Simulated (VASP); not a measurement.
**Fe: single point with PBE**

Crystal: Fe.

```
CELL_PARAMETERS angstrom
-1.44300 1.44300 1.44300
1.44300 -1.44300 1.44300
1.44300 1.44300 -1.44300
ATOMIC_POSITIONS crystal
Fe 0.00000 0.00000 0.00000
```

```
Program                : VASP 6.6.1
Task                   : single point
Functional             : PBE
Potentials or basis    : VASP PAW PBE potentials, release 64 (Fe)
Cutoff                 : 600 eV
k mesh                 : 7 × 7 × 7
Occupations            : fermi-dirac, width 0.02 eV
Spin                   : collinear spin, ferromagnetic start
Starting moments       : [3.41] μB
Fixed moment           : 3.2 μB
Dipole correction      : no
Further INCAR settings : ALGO = Normal; EDIFF = 1e-06; NBANDS = 14
```

- Pressure: 15.2 GPa
- Net moment: 3.20 μB per cell
- Site moments: Fe +3.12 μB
- Valence electrons inside the program's atomic spheres: Fe 7.15

It took 5 s on 1 thread of Intel(R) Xeon(R) 6975P-C (Granite Rapids) (shared host), peak memory 0.13 GiB.

Caveat: the k points lie up to 0.44 Å⁻¹ apart; the total moment is fixed, so each spin has its own Fermi level.
